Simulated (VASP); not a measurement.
# Rb: single point with PBE

The system is Rb.

```
CELL_PARAMETERS angstrom
-2.14281 2.14281 2.14281
2.14281 -2.14281 2.14281
2.14281 2.14281 -2.14281
ATOMIC_POSITIONS crystal
Rb 0.00000 0.00000 0.00000
```

```yaml
Program: VASP 6.6.1
Task: single point
Functional: PBE
Potentials_or_basis: VASP PAW PBE potentials, release 64 (Rb_sv)
Cutoff: 520 eV
k_mesh: 13 × 13 × 13
Occupations: fermi-dirac, width 0.08 eV
Spin: no spin polarisation
Dipole_correction: no
Further_INCAR_settings: ALGO = Normal; EDIFF = 1e-06; NBANDS = 10
```

```yaml
Pressure: 10.0 GPa
```

Levels at points of the mesh, in eV from the Fermi level:
| k point | band 3 | band 4 | band 5 | band 6 | band 7 | band 8 |
| --- | --- | --- | --- | --- | --- | --- |
| (0.00, 0.00, 0.00) | -12.68 | -12.68 | -3.05 | 4.18 | 4.18 | 4.18 |

Run time: 34 s on 1 thread of Intel(R) Xeon(R) Platinum 8259CL CPU @ 2.50GHz (Skylake/Cascade Lake), on a shared host, peak memory 0.16 GiB.
